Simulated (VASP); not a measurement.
Wanted: the native input for a VASP 6.6.1 run.

| Item | Value |
| --- | --- |
| Task | single point |
| Functional | r2SCAN |
| Potentials or basis | VASP PAW PBE potentials, release 64 (Si, Ge_d) |
| Cutoff | 520 eV |
| k mesh | 12 × 12 × 4 |
| Occupations | gaussian, width 0.02 eV |
| Spin | no spin polarisation |
| Dipole correction | no |
| Further INCAR settings | ALGO = Normal; EDIFF = 1e-07; NBANDS = 26 |

Crystal: SiGe.

```
CELL_PARAMETERS angstrom
3.92390 0.00000 0.00000
-1.96195 3.39820 0.00000
0.00000 0.00000 6.32461
ATOMIC_POSITIONS crystal
Si 0.66667 0.33333 0.87514
Si 0.33333 0.66667 0.37514
Ge 0.66667 0.33333 0.49986
Ge 0.33333 0.66667 0.99986
```

This cell differs from its parent crystal: uniaxial strain along c: -2.0 %.

These files were run (other wordings do the same):

POSCAR

```
SiGe
1.0
    3.9238995312      0.0000000000      0.0000000000
   -1.9619497656      3.3981966759      0.0000000000
    0.0000000000      0.0000000000      6.3246060738
Si Ge
2 2
Direct
    0.6666666669      0.3333333331      0.8751381840
    0.3333333331      0.6666666669      0.3751381840
    0.6666666664      0.3333333336      0.4998608160
    0.3333333336      0.6666666664     -0.0001391840
```

INCAR.step1

```
PREC = Accurate ; ENCUT = 520
ISMEAR = 0 ; SIGMA = 0.02
LREAL = False ; LASPH = True
NELM = 80 ; NBANDS = 26
GGA = PE ; ALGO = Normal
EDIFF = 1E-4 ; LWAVE = True
LCHARG = False
```

INCAR.step2

```
PREC = Accurate ; ENCUT = 520
EDIFF = 1E-7 ; ISMEAR = 0
SIGMA = 0.02 ; LREAL = False
LASPH = True ; NELM = 80
ALGO = Normal ; ISIF = 2
LWAVE = False ; LCHARG = True
METAGGA = R2SCAN ; LMIXTAU = True
LELF = True ; LVHAR = True
NBANDS = 26 ; ISTART = 1
```

KPOINTS

```
regular mesh
0
Gamma
  12 12 4
```

Potentials or basis: VASP PAW PBE potentials, release 64 (Si, Ge_d).

Command:

```sh
$ cat potpaw_PBE.64/Si/POTCAR potpaw_PBE.64/Ge_d/POTCAR > POTCAR
$ cp INCAR.step1 INCAR
$ mpirun -np 1 vasp_std > vasp.out
$ cp INCAR.step2 INCAR
$ mpirun -np 1 vasp_std > vasp.out
```

Results of the run:

| Quantity | Value |
| --- | --- |
| Pressure | 0.9 GPa |
| Largest force | 0.153 eV/Å |
| Band gap on the k mesh | 0.53 eV |

Caveat: the cell differs from its parent crystal (uniaxial strain along c: -2.0 %); the stress differs along the axes, from -1 to 4 GPa; semilocal functionals underestimate gaps, and a narrow one can read as zero; the PAW data sets were made with another functional, which shifts forces and pressure a little.

It took 7.3 min on 1 thread of Intel(R) Xeon(R) Platinum 8488C (Sapphire Rapids) (shared host), peak memory 0.27 GiB.
